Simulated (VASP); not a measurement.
# LiNbO3: single point with PBE

The system is LiNbO3.

```
Li Nb O
1.0
     2.59452    1.49795    4.66474
    -2.59452    1.49795    4.66474
     0.00000   -2.99590    4.66474
Li Nb O
2 2 6
Direct
  0.71912 0.71912 0.71912
  0.21912 0.21912 0.21912
  0.99964 0.99964 0.99964
  0.49964 0.49964 0.49964
  0.27869 0.64161 0.88926
  0.64161 0.88926 0.27869
  0.88926 0.27869 0.64161
  0.38926 0.14161 0.77869
  0.77869 0.38926 0.14161
  0.14161 0.77869 0.38926
```

```
Program             : VASP 6.6.1
Task                : single point
Functional          : PBE
Potentials or basis : VASP PAW PBE potentials, release 64 (Li_sv, Nb_sv, O)
Cutoff              : 520 eV
k mesh              : 6 × 6 × 6
Occupations         : gaussian, width 0.1 eV
Spin                : no spin polarisation
```

- Largest force: 0.018 eV/Å
- Band gap on the k mesh: 3.54 eV, indirect (least direct gap 3.55 eV)

Forces on the atoms (eV/Å):
```
Li   0.000  0.000 -0.018
Li   0.000  0.000 -0.018
Nb   0.000  0.000 -0.002
Nb   0.000  0.000 -0.002
O   -0.015  0.001  0.007
O    0.009  0.013  0.007
O    0.007 -0.014  0.007
O   -0.009  0.013  0.007
O   -0.007 -0.014  0.007
O    0.015  0.001  0.007
```

Levels at points of the mesh, in eV from the valence-band top:
| k point | band 30 | band 31 | band 32 | band 33 | band 34 | band 35 | band 36 | band 37 | band 38 | band 39 |
| --- | --- | --- | --- | --- | --- | --- | --- | --- | --- | --- |
| (0.00, 0.00, 0.00) | -0.69 | -0.69 | -0.50 | 0.00 | 0.00 | 3.55 | 3.55 | 4.00 | 5.06 | 5.06 |
| (0.50, 0.00, 0.00) | -0.43 | -0.30 | -0.30 | -0.22 | -0.22 | 3.83 | 3.83 | 4.63 | 4.63 | 4.84 |
| (0.50, 0.50, 0.00) | -0.99 | -0.69 | -0.68 | -0.50 | -0.19 | 3.63 | 4.08 | 4.52 | 4.56 | 5.14 |
| (0.50, 0.50, 0.50) | -0.61 | -0.31 | -0.31 | -0.31 | -0.31 | 4.54 | 4.54 | 4.75 | 4.75 | 4.75 |

It took 6.1 min on 1 thread of AMD EPYC 7R13, with other jobs on the host, peak memory 0.29 GiB.

 A k mesh can miss the band edges.
